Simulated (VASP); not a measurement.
B3C2:

```
B C
1.0
     3.94627    0.00000    0.00000
    -1.97314    3.41757    0.00000
     0.00000    0.00000    4.31699
B C
3 2
Direct
  0.50000 0.00000 0.00000
  0.00000 0.50000 0.00000
  0.50000 0.50000 0.00000
  0.33333 0.66667 0.00000
  0.66667 0.33333 0.00000
```

The cell was built from a structure type or drawn by symmetry, and may not be a known phase.

| Item | Value |
| --- | --- |
| Program | VASP 6.6.1 |
| Task | relaxation of cell and atoms |
| Functional | PBE |
| Potentials or basis | VASP PAW PBE potentials, release 64 (B, C) |
| Cutoff | 600 eV |
| k mesh | 6 × 6 × 4 |
| Occupations | gaussian, width 0.1 eV |
| Spin | no spin polarisation |

At the start: pressure 161.4 GPa; volume 11.64 Å³/atom.

Q: How do energy, volume and symmetry change on relaxing?

A: Over 8 steps the energy falls by 3928.7 meV/atom and the volume is 19.08 Å³/atom (+63.9 %); space group P6/mmm (No. 191, to 0.1 Å) before and after.

The path:
```
step  energy change (eV)  largest force (eV/Å)  pressure (GPa)  volume (Å³)
   1              0.0000                0.0000          161.40        58.22
   2             -1.3599                0.0000          -15.97       198.35
   3            -19.1619                0.0000          -10.18       104.30
   4            -19.5395                0.0000           -4.66        99.02
   5            -19.6434                0.0000            0.31        95.19
   6            -19.6409                0.0000           -0.86        96.02
   7            -19.6408                0.0000            0.98        94.78
   8            -19.6436                0.0000            0.05        95.40
```

Final structure:
```
CELL_PARAMETERS angstrom
5.05690 0.00000 0.00000
-2.52845 4.37941 0.00000
0.00000 0.00000 4.30788
ATOMIC_POSITIONS crystal
B 0.50000 0.00000 0.00000
B 0.00000 0.50000 0.00000
B 0.50000 0.50000 0.00000
C 0.33333 0.66667 0.00000
C 0.66667 0.33333 0.00000
```

Caveat: the k points lie up to 0.36 Å⁻¹ apart in the final cell, too coarse for converged energies and pressures of a metal; the volume moved by over 15 % at a fixed basis, so the end points are rough; this functional lacks dispersion, which binds the layers, so the pressure and a relaxed spacing across them are unreliable.
